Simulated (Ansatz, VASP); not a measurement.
**Sr3W4: VASP beside Ansatz**

```
Sr W
1.0
     5.86049    0.00000    0.00000
     0.00000    5.86049    0.00000
     0.00000    0.00000    5.86049
Sr W
3 4
Cartesian
  2.9302 2.9302 0.0000
  0.0000 2.9302 2.9302
  2.9302 0.0000 2.9302
  2.9302 2.9302 2.9302
  2.9302 0.0000 0.0000
  0.0000 2.9302 0.0000
  0.0000 0.0000 2.9302
```

Change from the starting cell: species swapped into the W3N4 type (Pm-3m, No. 221).

Alike in both runs: functional PBE; k mesh 4 × 4 × 4; occupations gaussian, width 0.1 eV; no spin polarisation.

Ansatz relaxed the structure, and its values are those at the end. VASP's run is a single point on that final structure, the one shown.

|  | VASP | Ansatz |
| --- | --- | --- |
| version | VASP 6.6.1 | Ansatz 0.2.0 |
| potentials or method | VASP PAW PBE potentials, release 64 (Sr_sv, W_sv), cutoff 500 eV | scalar-relativistic, plane waves, PAW |
| valence electrons in the cell | 86 | 86 |

VASP gave:

| Item | Value |
| --- | --- |
| gap on the k mesh at the Fermi level (eV) | none |
| pressure (GPa) | 0.4 |

Q: What did Ansatz give for the same quantities?

A: gap on the k mesh at the Fermi level (eV): none; pressure (GPa): 0.1.

A gap of «none» marks a metal or a gap that the smearing closes.

Spin-orbit coupling is off throughout.
